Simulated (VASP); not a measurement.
# TaAs (I4_1md) in VASP: single point with PBEsol

Aim: the single point of TaAs with PBEsol.

Program: VASP 6.6.1. These are calculated values, not measurements. Logs are shortened: lines on timing, memory, paths and dates and some standing lists are left out, and cuts for length are marked.

### Step 1. The cell of the first run

Symmetry: I4_1md, No. 109, tetragonal system. Conventional cell: a = 3.429 Å, b = 3.429 Å, c = 11.582 Å, α = 90.00°, β = 90.00°, γ = 90.00°. Ta (site symmetry 2mm) has 6 As at 2.59 to 2.60 Å and 8 Ta at 3.37 to 3.43 Å within 3.5 Å. As (site symmetry 2mm) has 6 Ta at 2.59 to 2.60 Å and 8 As at 3.37 to 3.43 Å within 3.5 Å.

### Step 2. Single point, PBEsol

Contents of INCAR:

```
SYSTEM = TaAs
PREC     = Accurate       ! precision mode
ENCUT    = 520            ! plane-wave cutoff, eV
EDIFF    = 1E-6           ! SCF threshold, eV
ISMEAR   = 0              ! smearing method
SIGMA    = 0.15           ! smearing width, eV
LREAL    = .FALSE.        ! projectors in reciprocal space
LASPH    = .TRUE.         ! aspherical terms in the spheres
NELM     = 60             ! most SCF steps
ALGO     = Normal         ! electronic algorithm
ISIF     = 2              ! what is computed and relaxed
LWAVE    = .FALSE.        ! write WAVECAR
LCHARG   = .FALSE.        ! write CHGCAR
GGA      = PS             ! functional
NBANDS   = 42             ! bands
```

Contents of KPOINTS:

```
regular mesh
0
G
  14 14 4
  0 0 0
```

Contents of POSCAR:

```
TaAs
1.0
   -3.4287004765      0.0000000000      0.0000000000
    0.0000000000     -3.4287004765      0.0000000000
    0.0000000000      0.0000000000     11.5822644254
Ta As
4 4
Direct
    0.5000000000      0.0000000000      0.5003132539
    0.0000000000      0.5000000000      0.0003132539
    0.5000000000      0.5000000000      0.2503132539
    1.0000000000      1.0000000000      0.7503132539
    0.0000000000      0.5000000000      0.5822861661
    0.5000000000      1.0000000000      0.0822861661
    0.5000000000      0.5000000000      0.8322861661
    1.0000000000      1.0000000000      0.3322861661
```

Potentials or basis: VASP PAW PBE potentials, release 64 (Ta_pv, As).

Launch:

```bash
$ cat potpaw_PBE.64/Ta_pv/POTCAR potpaw_PBE.64/As/POTCAR > POTCAR
$ mpirun -np 1 vasp_std > vasp.out
```

OUTCAR:

```text
SYSTEM = TaAs
   PREC = Accurate
   ENCUT = 520
   EDIFF = 1E-6
   ISMEAR = 0
   LREAL = .FALSE.
   LASPH = .TRUE.
   NELM = 60
   ISIF = 2
   GGA = PS

 ion  position               nearest neighbor table
   1  0.500  0.000  0.500-   8 2.59   8 2.59   5 2.60   5 2.60   5 2.60   5 2.60   4 3.37   4 3.37
                             3 3.37   3 3.37
   2  0.000  0.500  0.000-   7 2.59   7 2.59   6 2.60   6 2.60   6 2.60   6 2.60   3 3.37   4 3.37
                             4 3.37   3 3.37
   3  0.500  0.500  0.250-   6 2.59   6 2.59   8 2.60   8 2.60   8 2.60   8 2.60   2 3.37   2 3.37
                             1 3.37   1 3.37
   4  0.000  0.000  0.750-   5 2.59   5 2.59   7 2.60   7 2.60   7 2.60   7 2.60   2 3.37   1 3.37
                             2 3.37   1 3.37
   5  0.000  0.500  0.582-   4 2.59   4 2.59   1 2.60   1 2.60   1 2.60   1 2.60
   6  0.500  0.000  0.082-   3 2.59   3 2.59   2 2.60   2 2.60   2 2.60   2 2.60
   7  0.500  0.500  0.832-   2 2.59   2 2.59   4 2.60   4 2.60   4 2.60   4 2.60
   8  0.000  0.000  0.332-   1 2.59   1 2.59   3 2.60   3 2.60   3 2.60   3 2.60

  LATTYP: Found a simple tetragonal cell.
 ALAT       =     3.4287004765
 C/A-ratio  =     3.3780333117

  Lattice vectors:

 A1 = (  -3.4287004765,   0.0000000000,   0.0000000000)
 A2 = (   0.0000000000,  -3.4287004765,   0.0000000000)
 A3 = (   0.0000000000,   0.0000000000,  11.5822644254)

Analysis of symmetry for initial positions (statically):
=====================================================================
 Subroutine PRICEL returns following result:

  LATTYP: Found a body centered tetragonal cell.
 ALAT       =     3.4287004765
 C/A-ratio  =     3.3780333117

  Lattice vectors:

 A1 = (   1.7143502382,  -1.7143502382,   5.7911322127)
 A2 = (  -1.7143502382,   1.7143502382,   5.7911322127)
 A3 = (  -1.7143502382,  -1.7143502382,  -5.7911322127)

   2 primitive cells build up your supercell.

 Routine SETGRP: Setting up the symmetry group for a
 simple tetragonal supercell.

 Subroutine GETGRP returns: Found  8 space group operations
 (whereof  4 operations were pure point group operations)
 out of a pool of 16 trial point group operations.

The static configuration has the point symmetry C_2v.
 The point group associated with its full space group is C_4v.

Analysis of symmetry for dynamics (positions and initial velocities):
=====================================================================
 Subroutine PRICEL returns following result:

  LATTYP: Found a body centered tetragonal cell.
 ALAT       =     3.4287004765
 C/A-ratio  =     3.3780333117

  Lattice vectors:

 A1 = (   1.7143502382,  -1.7143502382,   5.7911322127)
 A2 = (  -1.7143502382,   1.7143502382,   5.7911322127)
 A3 = (  -1.7143502382,  -1.7143502382,  -5.7911322127)

   2 primitive cells build up your supercell.

 Routine SETGRP: Setting up the symmetry group for a
 simple tetragonal supercell.

 Subroutine GETGRP returns: Found  8 space group operations
 (whereof  4 operations were pure point group operations)
 out of a pool of 16 trial point group operations.

The dynamic configuration has the point symmetry C_2v.
 The point group associated with its full space group is C_4v.

 Subroutine INISYM returns: Found  8 space group operations
 (whereof  4 operations are pure point group operations),
 and found     2 'primitive' translations

----------------------------------------------------------------------------------------

                                     Primitive cell

  volume of cell :      68.0805

  direct lattice vectors                    reciprocal lattice vectors
     1.714350238 -1.714350238  5.791132213    -0.000000000 -0.291655689  0.086338903
    -1.714350238  1.714350238  5.791132213    -0.291655689  0.000000000  0.086338903
    -1.714350238 -1.714350238 -5.791132213    -0.291655689 -0.291655689  0.000000000

  length of vectors
     6.278153055  6.278153055  6.278153055     0.304166808  0.304166808  0.412463431

  position of ions in fractional coordinates (direct lattice)
     0.500313254  0.000313254  0.500000000
     0.750313254  0.750313254  1.000000000
     0.082286166  0.582286166  0.500000000
     0.332286166  0.332286166  0.000000000

  ion indices of the primitive-cell ions
   primitive index   ion index
                 1           1
                 2           3
                 3           6
                 4           8

----------------------------------------------------------------------------------------

 KPOINTS: regular mesh

Automatic generation of k-mesh.
 Grid dimensions read from file:
 generate k-points for:   14   14    4

 Generating k-lattice:

  Cartesian coordinates                     Fractional coordinates (reciprocal lattice)
    -0.020832549  0.000000000  0.000000000     0.071428571  0.000000000  0.000000000
     0.000000000 -0.020832549  0.000000000     0.000000000  0.071428571  0.000000000
     0.000000000  0.000000000  0.021584726     0.000000000  0.000000000  0.250000000

  Length of vectors
     0.020832549  0.020832549  0.021584726

  Shift w.r.t. Gamma in fractional coordinates (k-lattice)
     0.000000000  0.000000000  0.000000000

 Subroutine IBZKPT returns following result:
 ===========================================

 Found    108 irreducible k-points:

 Following reciprocal coordinates:
            Coordinates               Weight
  0.000000  0.000000  0.000000      1.000000
  0.071429  0.000000  0.000000      4.000000
  0.142857  0.000000  0.000000      4.000000
  0.214286  0.000000  0.000000      4.000000
  0.285714  0.000000  0.000000      4.000000
  0.357143  0.000000  0.000000      4.000000
[... 16 lines left out ...]
  0.285714  0.214286  0.000000      8.000000
  0.357143  0.214286  0.000000      8.000000
 [... further k-points ...]
   k-points           NKPTS =    108   k-points in BZ     NKDIM =    108   number of bands    NBANDS=     42
   number of dos      NEDOS =    301   number of ions     NIONS =      8
   total plane-waves  NPLWV =  70560
   dimension x,y,z NGX =    28 NGY =   28 NGZ =   90
   dimension x,y,z NGXF=    56 NGYF=   56 NGZF=  180
   ions per type =               4   4
   NGX,Y,Z   is equivalent  to a cutoff of  13.58, 13.58, 12.92 a.u.
   NGXF,Y,Z  is equivalent  to a cutoff of  27.15, 27.15, 25.84 a.u.
 SYSTEM =  TaAs
   PREC   = accura    normal or accurate (medium, high low for compatibility)
   ISTART =      0    job   : 0-new  1-cont  2-samecut
   ICHARG =      2    charge: 1-file 2-atom 10-const
   ISPIN  =      1    spin polarized calculation?
   LNONCOLLINEAR =      F non collinear calculations
   LSORBIT =      F    spin-orbit coupling
   LASPH  =      T    aspherical Exc in radial PAW
   ENCUT  =  520.0 eV  38.22 Ry    6.18 a.u.   6.38  6.38 21.54*2*pi/ulx,y,z
   NELM   =     60;   NELMIN=  2; NELMDL= -5     # of ELM steps
   EDIFF  = 0.1E-05   stopping-criterion for ELM
   LREAL  =      F    real-space projection
   EDIFFG = 0.1E-04   stopping-criterion for IOM
   NSW    =      0    number of steps for IOM
   IBRION =     -1    ionic relax: 0-MD 1-quasi-New 2-CG
   NFREE  =      0    steps in history (QN), initial steepest desc. (CG)
   ISIF   =      2    stress and relaxation
   ISYM   =      2    0-nonsym 1-usesym 2-fastsym
   POTIM  = 0.5000    time-step for ionic-motion
   TEBEG  =    0.0;   TEEND  =   0.0 temperature during run
   PSTRESS=    0.0 pullay stress
   NELECT =      64.0000    total number of electrons
   NUPDOWN=      -1.0000    fix difference up-down
   EMIN   =  10.00;   EMAX   =-10.00  energy-range for DOS
   EFERMI =   0.00;   METHOD = LEGACY
   ISMEAR =     0;   SIGMA  =   0.15  broadening in eV -4-tet -1-fermi 0-gaus
   EFERMI_NEDOS =   21; number of points for ismear=-14 and -15
   IALGO  =     38    algorithm
   IMIX   =      4    mixing-type and parameters
     AMIX     =   0.40;   BMIX     =  1.00
     AMIX_MAG =   1.60;   BMIX_MAG =  1.00
  volume/ion in A,a.u.               =      17.02       114.86
  Fermi-wavevector in a.u.,A,eV,Ry     =   1.272870  2.405375 22.044124  1.620197
  Thomas-Fermi vector in A             =   2.405724
   LORBIT       =      0    0 simple, 1 ext, 2 COOP (PROOUT), +10 PAW based schemes
   GGA     = PS    functional components
   LHFCALC =     F    Hartree Fock is set to
   AEXX    =    0.0000 exact exchange contribution
   IVDW    =     0    specifies the selected vdW correction
   LEPSILON=     F    determine dielectric tensor
   LRPA    =     F    only Hartree local field effects (RPA)
 non-spin polarized calculation
 Gauss-broadening in eV      SIGMA  =   0.15
  energy-cutoff  :      520.00
  volume of cell :      136.16
 maximum number of plane-waves:      3696
 NGX is ok and might be reduce to    28
   NGX = 13   NGY = 13   NGZ = 43

 number of electron      64.0000011 magnetization

 Free energy of the ion-electron system (eV)
  ---------------------------------------------------
  ext. energy  EPLUGINS =         0.00000000
  ---------------------------------------------------
  free energy    TOTEN  =       -75.46198385 eV

  energy without entropy =      -75.45231657  energy(sigma->0) =      -75.45715021

 E-fermi :   7.0112     XC(G=0): -12.1195

 val. band max:        7.0088191507   @ k =   0.5000   0.0000   0.0000
 cond. band min:       7.0706237756   @ k =   0.3571   0.0000   0.5000
 fundamental gap:      0.0618046249
 Fermi energy:         7.0111650916

 k-point     1 :       0.0000    0.0000    0.0000
  band No.  band energies     occupation
      1     -27.8553      2.00000
      2     -27.8096      2.00000
      3     -27.8096      2.00000
      4     -27.8052      2.00000
      5     -27.8052      2.00000
      6     -27.7232      2.00000
[... 34 lines left out ...]
     41      10.2002      0.00000
     42      10.2757      0.00000
[... 994 lines left out ...]
      2     -27.9453      2.00000
      3     -27.8649      2.00000
      4     -27.8632      2.00000
      5     -27.7879      2.00000
      6     -27.7771      2.00000
[... 34 lines left out ...]
     41      10.2259      0.00000
     42      10.5885      0.00000

 [... further k-points ...]

------------------------ aborting loop because EDIFF is reached ----------------------------------------

  FORCE on cell =-STRESS in cart. coord.  units (eV):
  Direction    XX          YY          ZZ          XY          YZ          ZX
  --------------------------------------------------------------------------------------
  -------------------------------------------------------------------------------------
  Total        0.6092634      0.6092634      0.5202801      0.0000000      0.0000000      0.0000000
  in kB        7.1690751      7.1690751      6.1220270      0.0000000      0.0000000      0.0000000
  external PRESSURE =       6.8200591 kB  Pullay stress =       0.0000000 kB

 VOLUME and BASIS-vectors are now :
 -----------------------------------------------------------------------------
  energy-cutoff  :      520.00
  volume of cell :      136.16
      direct lattice vectors                 reciprocal lattice vectors
    -3.428700476  0.000000000  0.000000000    -0.291655689  0.000000000  0.000000000
     0.000000000 -3.428700476  0.000000000     0.000000000 -0.291655689  0.000000000
     0.000000000  0.000000000 11.582264425     0.000000000  0.000000000  0.086338903

 POSITION                                       TOTAL-FORCE (eV/Angst)
 -----------------------------------------------------------------------------------
     -1.71435      0.00000      5.79476        -0.000000     -0.000000      0.001244
      0.00000     -1.71435      0.00363         0.000000      0.000000      0.001244
     -1.71435     -1.71435      2.89919         0.000000     -0.000000      0.001244
      0.00000      0.00000      8.69033         0.000000     -0.000000      0.001244
      0.00000     -1.71435      6.74419         0.000000      0.000000     -0.001244
     -1.71435      0.00000      0.95306         0.000000      0.000000     -0.001244
     -1.71435     -1.71435      9.63976        -0.000000     -0.000000     -0.001244
      0.00000      0.00000      3.84863        -0.000000     -0.000000     -0.001244
 -----------------------------------------------------------------------------------
    total drift:                               -0.000000     -0.000000      0.000281

  FREE ENERGIE OF THE ION-ELECTRON SYSTEM (eV)
  ---------------------------------------------------
  free  energy   TOTEN  =       -75.4619838477 eV

  energy  without entropy=      -75.4523165670  energy(sigma->0) =      -75.45715021
```

Run time: 4.7 min. Hardware: 1 thread of Intel Xeon 6975P-C (Granite Rapids), shared host; peak memory 0.59 GiB.

Results:

```
Free energy : -75.4620 eV
Pressure    : 0.7 GPa
```

Caveat: the PAW data sets were made with another functional, which shifts forces and pressure a little; spin-orbit coupling is left out, which moves the levels of the heavy elements.
